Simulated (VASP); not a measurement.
Set up this calculation in VASP 6.6.1, as the native input.

```
Task                   : single point
Functional             : LDA
Potentials or basis    : VASP PAW LDA potentials, release 64 (Hf_pv)
Cutoff                 : 520 eV
k mesh                 : 21 × 21 × 10
Occupations            : gaussian, width 0.15 eV
Spin                   : no spin polarisation
Dipole correction      : no
Further INCAR settings : ALGO = Fast; EDIFF = 1e-06; NBANDS = 17
```

The structure of Hf lies in POSCAR:

```
Hf
1.0
    3.0967355433      0.0000000000      0.0000000000
   -1.5483677717      2.6818516493      0.0000000000
    0.0000000000      0.0000000000      5.3896029931
Hf
2
Direct
    0.3333333333      0.6666666667      0.2500000000
    0.6666666667      0.3333333333      0.7500000000
```

This cell differs from its parent crystal: ratio of the length along z to the lengths across it x 1.1, volume and fractional coordinates fixed.

The input as run:

INCAR

```
PREC = Accurate ; ENCUT = 520
EDIFF = 1E-6 ; ISMEAR = 0
SIGMA = 0.15 ; LREAL = F
LASPH = T ; NELM = 80
ALGO = Fast ; ISIF = 2
LWAVE = F ; LCHARG = F
GGA = CA ; NBANDS = 17
```

KPOINTS

```
Automatic mesh
0
Gamma
  21 21 10
```

Potentials or basis: VASP PAW LDA potentials, release 64 (Hf_pv).

Launch:

```bash
$ cat potpaw_LDA.64/Hf_pv/POTCAR > POTCAR
$ mpirun -np 1 vasp_std > vasp.out
```

It gave:

* Pressure: -7.6 GPa
* Band gap on the k mesh: zero (band 10 reaches 5.27 eV, above the bottom of band 11 at 4.42 eV)

Caveat: spin-orbit coupling is left out, which moves the levels of the heavy elements.

Wall time 120 s on 1 thread of Intel Xeon 6975P-C, with other jobs on the host, peak memory 0.28 GiB.
